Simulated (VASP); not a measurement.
# Hg (P6_3/mmc) in VASP: a series of runs

Hg is run at these levels: PBEsol+D3(BJ); tasks: single point.

Program: VASP 6.6.1. These are calculated values, not measurements. Logs are shortened: lines on timing, memory, paths and dates and some standing lists are left out, and cuts for length are marked.

**1. The cell of the first run**

The structure is hexagonal, space group P6_3/mmc (No. 194). Conventional cell: a = 3.175 Å, b = 3.175 Å, c = 4.889 Å, α = 90.00°, β = 90.00°, γ = 120.00°. Within 4.0 Å of Hg (site symmetry -6m2) lie 12 Hg at 3.06 to 3.18 Å.

**2. Single point, PBEsol+D3(BJ) (21.34 Å³/atom)**

Input file INCAR:

```
SYSTEM = Hg
ALGO = Fast
EDIFF = 1E-6
ENCUT = 520
GGA = PS
ISIF = 2
ISMEAR = 0
IVDW = 12
LASPH = .TRUE.
LCHARG = .TRUE.
LELF = .TRUE.
LREAL = .FALSE.
LVHAR = .TRUE.
LWAVE = .FALSE.
NBANDS = 19
NELM = 80
PREC = Accurate
SIGMA = 0.15
```

Input file KPOINTS:

```
k-points
0
G
  18 18 10
  0 0 0
```

Input file POSCAR:

```
Hg
1.0
    3.1750453891      0.0000000000      0.0000000000
   -1.5875226945      2.7496699651      0.0000000000
    0.0000000000      0.0000000000      4.8889348901
Hg
2
Direct
    0.6666666667      0.3333333333      0.7500000000
    0.3333333333      0.6666666667      0.2500000000
```

Potentials or basis: VASP PAW PBE potentials, release 64 (Hg).

Command:

```sh
$ cat potpaw_PBE.64/Hg/POTCAR > POTCAR
$ mpirun -np 1 vasp_std > vasp.out
```

OUTCAR:

```text
SYSTEM = Hg
   EDIFF = 1E-6
   ENCUT = 520
   GGA = PS
   ISIF = 2
   ISMEAR = 0
   IVDW = 12
   LASPH = .TRUE.
   LREAL = .FALSE.
   NELM = 80
   PREC = Accurate
 IVDW          = 12

 ion  position               nearest neighbor table
   1  0.667  0.333  0.750-   2 3.06   2 3.06   2 3.06   2 3.06   2 3.06   2 3.06
   2  0.333  0.667  0.250-   1 3.06   1 3.06   1 3.06   1 3.06   1 3.06   1 3.06

  LATTYP: Found a hexagonal cell.
 ALAT       =     3.1750453891
 C/A-ratio  =     1.5398000000

  Lattice vectors:

 A1 = (   3.1750453891,   0.0000000000,   0.0000000000)
 A2 = (  -1.5875226945,   2.7496699651,   0.0000000000)
 A3 = (   0.0000000000,   0.0000000000,   4.8889348901)

Analysis of symmetry for initial positions (statically):
=====================================================================
 Subroutine PRICEL returns:
 Original cell was already a primitive cell.

 Routine SETGRP: Setting up the symmetry group for a
 hexagonal supercell.

 Subroutine GETGRP returns: Found 24 space group operations
 (whereof 12 operations were pure point group operations)
 out of a pool of 24 trial point group operations.

The static configuration has the point symmetry D_3d.
 The point group associated with its full space group is D_6h.

Analysis of symmetry for dynamics (positions and initial velocities):
=====================================================================
 Subroutine PRICEL returns:
 Original cell was already a primitive cell.

 Routine SETGRP: Setting up the symmetry group for a
 hexagonal supercell.

 Subroutine GETGRP returns: Found 24 space group operations
 (whereof 12 operations were pure point group operations)
 out of a pool of 24 trial point group operations.

The dynamic configuration has the point symmetry D_3d.
 The point group associated with its full space group is D_6h.

 Subroutine INISYM returns: Found 24 space group operations
 (whereof 12 operations are pure point group operations),
 and found     1 'primitive' translations

----------------------------------------------------------------------------------------

                                     Primitive cell

  volume of cell :      42.6820

  direct lattice vectors                    reciprocal lattice vectors
     3.175045389  0.000000000  0.000000000     0.314956127  0.181840005  0.000000000
    -1.587522695  2.749669965  0.000000000     0.000000000  0.363680010  0.000000000
     0.000000000  0.000000000  4.888934890     0.000000000  0.000000000  0.204543530

  length of vectors
[... 81 lines left out ...]
   NELM   =     80;   NELMIN=  2; NELMDL= -5     # of ELM steps
   EDIFF  = 0.1E-05   stopping-criterion for ELM
   LREAL  =      F    real-space projection
   EDIFFG = 0.1E-04   stopping-criterion for IOM
   NSW    =      0    number of steps for IOM
   IBRION =     -1    ionic relax: 0-MD 1-quasi-New 2-CG
   NFREE  =      0    steps in history (QN), initial steepest desc. (CG)
   ISIF   =      2    stress and relaxation
   ISYM   =      2    0-nonsym 1-usesym 2-fastsym
   POTIM  = 0.5000    time-step for ionic-motion
   TEBEG  =    0.0;   TEEND  =   0.0 temperature during run
   PSTRESS=    0.0 pullay stress
   NELECT =      24.0000    total number of electrons
   NUPDOWN=      -1.0000    fix difference up-down
   EMIN   =  10.00;   EMAX   =-10.00  energy-range for DOS
   EFERMI =   0.00;   METHOD = LEGACY
   ISMEAR =     0;   SIGMA  =   0.15  broadening in eV -4-tet -1-fermi 0-gaus
   EFERMI_NEDOS =   21; number of points for ismear=-14 and -15
   IALGO  =     68    algorithm
   IMIX   =      4    mixing-type and parameters
     AMIX     =   0.40;   BMIX     =  1.00
     AMIX_MAG =   1.60;   BMIX_MAG =  1.00
  volume/ion in A,a.u.               =      21.34       144.02
  Fermi-wavevector in a.u.,A,eV,Ry     =   1.351233  2.553461 24.841943  1.825831
  Thomas-Fermi vector in A             =   2.478672
   LORBIT       =      0    0 simple, 1 ext, 2 COOP (PROOUT), +10 PAW based schemes
   GGA     = PS    functional components
   LHFCALC =     F    Hartree Fock is set to
   AEXX    =    0.0000 exact exchange contribution
   IVDW    =    12    specifies the selected vdW correction
   LEPSILON=     F    determine dielectric tensor
   LRPA    =     F    only Hartree local field effects (RPA)
 non-spin polarized calculation
 RMM-DIIS sequential band-by-band and
 Gauss-broadening in eV      SIGMA  =   0.15
  energy-cutoff  :      520.00
  volume of cell :       42.68
 maximum number of plane-waves:      1168
 NGX is ok and might be reduce to    24
   NGX = 11   NGY = 11   NGZ = 19

 number of electron      24.0000000 magnetization

 Free energy of the ion-electron system (eV)
  ---------------------------------------------------
  ext. energy  EPLUGINS =         0.00000000
  ---------------------------------------------------
  free energy    TOTEN  =        -1.01051903 eV

  energy without entropy =       -1.00175200  energy(sigma->0) =       -1.00613551

 E-fermi :   3.4059     XC(G=0): -11.6103

 val. band max:        3.3919738542   @ k =   0.2778   0.0000   0.0000
 cond. band min:       3.4112812076   @ k =   0.3333   0.1111   0.1000
 fundamental gap:      0.0193073534
 Fermi energy:         3.4059225077

 k-point     1 :       0.0000    0.0000    0.0000
  band No.  band energies     occupation
      1      -6.5748      2.00000
      2      -5.1301      2.00000
      3      -3.8418      2.00000
      4      -3.8418      2.00000
      5      -3.7392      2.00000
      6      -3.6331      2.00000
[... 505 lines left out ...]
      6      -3.3971      2.00000
[... 11 lines left out ...]
     18      15.0828      0.00000
     19      15.5571      0.00000

 [... further k-points ...]

------------------------ aborting loop because EDIFF is reached ----------------------------------------

 Edisp (eV)   -0.93885

 E8    (eV) :    -0.6372

  FORCE on cell =-STRESS in cart. coord.  units (eV):
  Direction    XX          YY          ZZ          XY          YZ          ZX
  --------------------------------------------------------------------------------------
  -------------------------------------------------------------------------------------
  Total       0.49972     0.49972     0.64816     0.00000    -0.00000     0.00000
  in kB      18.75831    18.75831    24.33049     0.00000    -0.00000     0.00000
  external pressure =       20.62 kB  Pullay stress =        0.00 kB

 VOLUME and BASIS-vectors are now :
 -----------------------------------------------------------------------------
  energy-cutoff  :      520.00
  volume of cell :       42.68
      direct lattice vectors                 reciprocal lattice vectors
     3.175045389  0.000000000  0.000000000     0.314956127  0.181840005  0.000000000
    -1.587522695  2.749669965  0.000000000     0.000000000  0.363680010  0.000000000
     0.000000000  0.000000000  4.888934890     0.000000000  0.000000000  0.204543530

 POSITION                                       TOTAL-FORCE (eV/Angst)
 -----------------------------------------------------------------------------------
      1.58752      0.91656      3.66670        -0.000000      0.000000      0.000000
     -0.00000      1.83311      1.22223         0.000000     -0.000000      0.000000
 -----------------------------------------------------------------------------------
    total drift:                               -0.000000      0.000000     -0.000000

  FREE ENERGIE OF THE ION-ELECTRON SYSTEM (eV)
  ---------------------------------------------------
  free  energy   TOTEN  =        -1.9493640894 eV

  energy  without entropy=       -1.9405970651  energy(sigma->0) =       -1.94498058
```

OSZICAR:

```text
N       E                     dE             d eps       ncg     rms          rms(c)
DAV:   1     0.185690924886E+03    0.18569E+03   -0.12774E+04  8436   0.125E+03
DAV:   2     0.296543410553E+01   -0.18273E+03   -0.17514E+03  8820   0.327E+02
DAV:   3    -0.113556947856E+01   -0.41010E+01   -0.40874E+01  9532   0.540E+01
DAV:   4    -0.114202241745E+01   -0.64529E-02   -0.64522E-02  9419   0.205E+00
DAV:   5    -0.114203051019E+01   -0.80927E-05   -0.80927E-05  9321   0.726E-02    0.729E+00
RMM:   6    -0.102442705828E+01    0.11760E+00   -0.22201E-01  8491   0.402E+00    0.525E+00
RMM:   7    -0.101207817932E+01    0.12349E-01   -0.44602E-02  8705   0.147E+00    0.160E+00
RMM:   8    -0.101049132840E+01    0.15869E-02   -0.67334E-03  8905   0.937E-01    0.122E-01
RMM:   9    -0.101051083027E+01   -0.19502E-04   -0.95250E-05  9309   0.101E-01    0.593E-02
RMM:  10    -0.101051893125E+01   -0.81010E-05   -0.24758E-05  9303   0.627E-02    0.558E-03
RMM:  11    -0.101051902710E+01   -0.95849E-07   -0.26015E-06  6494   0.149E-02
   1 F= -.19493641E+01 E0= -.19449806E+01  d E =-.876702E-02
```

Wall time 2.6 min (1 thread of Intel Xeon 8259CL, shared host); peak memory 0.28 GiB.

What came out:

| Item | Value |
| --- | --- |
| Free energy | -1.9494 eV |
| Pressure | 2.1 GPa |
| Band gap on the k mesh | zero (bands 12 and 13 overlap by 1.14 eV) |
| Dispersion energy per atom | -0.469 eV |

Caveat: the PAW data sets were made with another functional, which shifts forces and pressure a little; spin-orbit coupling is left out, which moves the levels of the heavy elements.

**3. Single point, PBEsol+D3(BJ) (22.21 Å³/atom)**

This run uses another cell than the first one, of 22.21 Å³/atom.

Input file INCAR:

```
SYSTEM = Hg
  ALGO = Fast
  EDIFF = 1E-6
  ENCUT = 520
  GGA = PS
  ISIF = 2
  ISMEAR = 0
  IVDW = 12
  LASPH = .True.
  LCHARG = .False.
  LREAL = .False.
  LWAVE = .False.
  NBANDS = 19
  NELM = 80
  PREC = Accurate
  SIGMA = 0.15
```

Input file KPOINTS:

```
k-points
0
Gamma
  18 18 10
  0 0 0
```

Input file POSCAR:

```
Hg
1.0
    3.2392440485      0.0000000000      0.0000000000
   -1.6196220243      2.8052676351      0.0000000000
    0.0000000000      0.0000000000      4.8889910424
Hg
2
Direct
    0.6666666667      0.3333333333      0.7500000000
    0.3333333333      0.6666666667      0.2500000000
```

Potentials or basis: VASP PAW PBE potentials, release 64 (Hg).

Command:

```sh
$ cat potpaw_PBE.64/Hg/POTCAR > POTCAR
$ mpirun -np 1 vasp_std > vasp.out
```

It took 1.7 min on 1 thread of Intel Xeon 8259CL, shared host; peak memory 0.28 GiB.

Results (log left out):

```yaml
Free_energy: -1.9591 eV
Pressure: -0.1 GPa
Band_gap_on_the_k_mesh: zero (bands 12 and 13 overlap by 1.02 eV)
Dispersion_energy_per_atom: -0.450 eV
```

Stress tensor (GPa, compression positive):
```
-0.16  0.00  0.00
 0.00 -0.16  0.00
 0.00  0.00 -0.08
```

Levels at points of the mesh, in eV from the Fermi level:
```
           k point  band 10  band 11  band 12  band 13  band 14  band 15
(0.00, 0.00, 0.00)    -5.86    -5.86    -1.43    -0.49    12.00    12.00
(0.50, 0.00, 0.00)    -5.64    -2.74    -2.70     3.52     3.68     4.37
(0.00, 0.00, 0.50)    -6.10    -6.10    -6.10     8.51     8.51    12.87
(0.50, 0.00, 0.50)    -5.84    -1.59    -1.59    -0.28    -0.28     9.07
```

Caveat: the PAW data sets were made with another functional, which shifts forces and pressure a little; spin-orbit coupling is left out, which moves the levels of the heavy elements.

**4. Single point, PBEsol+D3(BJ) (22.21 Å³/atom)**

This run uses another cell than the first one, of 22.21 Å³/atom.

Input file INCAR:

```
SYSTEM = Hg
PREC     = Accurate       ! precision mode
ENCUT    = 520            ! plane-wave cutoff, eV
EDIFF    = 1E-6           ! SCF threshold, eV
ISMEAR   = 0              ! smearing method
SIGMA    = 0.15           ! smearing width, eV
LREAL    = .FALSE.        ! projectors in reciprocal space
LASPH    = .TRUE.         ! aspherical terms in the spheres
NELM     = 80             ! most SCF steps
ALGO     = Fast           ! electronic algorithm
ISIF     = 2              ! what is computed and relaxed
LWAVE    = .FALSE.        ! write WAVECAR
LCHARG   = .FALSE.        ! write CHGCAR
GGA      = PS             ! functional
IVDW     = 12             ! dispersion correction
NBANDS   = 19             ! bands
```

Input file KPOINTS:

```
Automatic mesh
0
G
  18 18 10
  0 0 0
```

Input file POSCAR:

```
Hg
1.0
    3.1119456119      0.0000000000      0.0000000000
   -1.5559728059      2.6950239551      0.0000000000
    0.0000000000      0.0000000000      5.2971538206
Hg
2
Direct
    0.6666666667      0.3333333333      0.7500000000
    0.3333333333      0.6666666667      0.2500000000
```

Command:

```sh
$ cat potpaw_PBE.64/Hg/POTCAR > POTCAR
$ mpirun -np 1 vasp_std > vasp.out
```

Run time: 2.2 min. Hardware: 1 thread of Intel Xeon 8259CL, shared host; peak memory 0.28 GiB.

Results (log left out):

```yaml
Free_energy: -1.9573 eV
Pressure: -0.5 GPa
Band_gap_on_the_k_mesh: zero (bands 12 and 13 overlap by 2.21 eV)
Dispersion_energy_per_atom: -0.450 eV
```

Stress tensor (GPa, compression positive):
```
-0.41  0.00  0.00
 0.00 -0.41  0.00
 0.00  0.00 -0.55
```

Levels at points of the mesh, in eV from the Fermi level:
```csv
k point,band 10,band 11,band 12,band 13,band 14,band 15
"(0.00, 0.00, 0.00)",-5.88,-5.88,-2.06,-1.86,13.52,13.56
"(0.50, 0.00, 0.00)",-5.61,-2.20,-2.09,2.70,2.75,4.04
"(0.00, 0.00, 0.50)",-6.11,-6.11,-6.11,6.15,6.15,13.80
"(0.50, 0.00, 0.50)",-5.65,-1.26,-1.26,-0.24,-0.24,9.63
```

Caveat: the PAW data sets were made with another functional, which shifts forces and pressure a little; spin-orbit coupling is left out, which moves the levels of the heavy elements.

**5. Single point, PBEsol+D3(BJ) (22.65 Å³/atom)**

This run uses another cell than the first one, of 22.65 Å³/atom.

Input file INCAR:

```
SYSTEM = Hg
PREC = Accurate
ENCUT = 520
EDIFF = 1E-6
ISMEAR = 0
SIGMA = 0.15
LREAL = .FALSE.
LASPH = .TRUE.
NELM = 60
ALGO = Fast
ISIF = 2
LWAVE = .FALSE.
LCHARG = .FALSE.
GGA = PS
IVDW = 12
NBANDS = 19
```

KPOINTS is that of step 4.

Input file POSCAR:

```
Hg
1.0
    3.2821441745      0.0000000000      0.0000000000
   -1.6410720873      2.8424202340      0.0000000000
    0.0000000000      0.0000000000      4.8552758773
Hg
2
Direct
    0.6666666667      0.3333333333      0.7500000000
    0.3333333333      0.6666666667      0.2500000000
```

Command:

```sh
$ cat potpaw_PBE.64/Hg/POTCAR > POTCAR
$ mpirun -np 1 vasp_std > vasp.out
```

It took 1.9 min on 1 thread of Intel Xeon 8259CL, shared host; peak memory 0.28 GiB.

The run converged. Its results:

```yaml
Free_energy: -1.9568 eV
Pressure: -1.0 GPa
Band_gap_on_the_k_mesh: zero (bands 12 and 13 overlap by 1.14 eV)
Dispersion_energy_per_atom: -0.441 eV
```

Stress tensor (GPa, compression positive):
```
-0.92  0.00  0.00
 0.00 -0.92  0.00
 0.00  0.00 -1.24
```

Levels at points of the mesh, in eV from the Fermi level:
| k point | band 9 | band 10 | band 11 | band 12 | band 13 | band 14 | band 15 | band 16 |
| --- | --- | --- | --- | --- | --- | --- | --- | --- |
| (0.00, 0.00, 0.00) | -6.76 | -5.82 | -5.82 | -1.22 | -0.30 | 11.57 | 11.57 | 12.44 |
| (0.50, 0.00, 0.00) | -5.80 | -5.60 | -2.84 | -2.73 | 3.58 | 3.84 | 4.40 | 6.11 |
| (0.00, 0.00, 0.50) | -6.06 | -6.06 | -6.06 | -6.06 | 8.80 | 8.80 | 12.68 | 12.68 |
| (0.50, 0.00, 0.50) | -5.85 | -5.85 | -1.60 | -1.60 | -0.27 | -0.27 | 8.87 | 8.87 |

Caveat: the PAW data sets were made with another functional, which shifts forces and pressure a little; spin-orbit coupling is left out, which moves the levels of the heavy elements.

**6. Overview**

```csv
cell,gap on the mesh (eV),pressure (GPa)
"a = 3.175, b = 3.175, c = 4.889 Å, angles 90.0, 90.0, 120.0°, 2 atoms",none,2.1
"a = 3.239, b = 3.239, c = 4.889 Å, angles 90.0, 90.0, 120.0°, 2 atoms",none,-0.1
"a = 3.112, b = 3.112, c = 5.297 Å, angles 90.0, 90.0, 120.0°, 2 atoms",none,-0.5
"a = 3.282, b = 3.282, c = 4.855 Å, angles 90.0, 90.0, 120.0°, 2 atoms",none,-1.0
```

Alike in all rows: task single point; level PBEsol+D3(BJ); potentials or basis VASP PAW PBE potentials, release 64 (Hg); no spin polarisation; k mesh 18 × 18 × 10; cutoff (eV) 520; smearing gaussian 0.15 eV.

Caveats: the PAW data sets were made with another functional, which shifts forces and pressure a little; spin-orbit coupling is left out, which moves the levels of the heavy elements.

Total energies depend on the potentials used, so only differences within one code and one set of settings carry meaning.
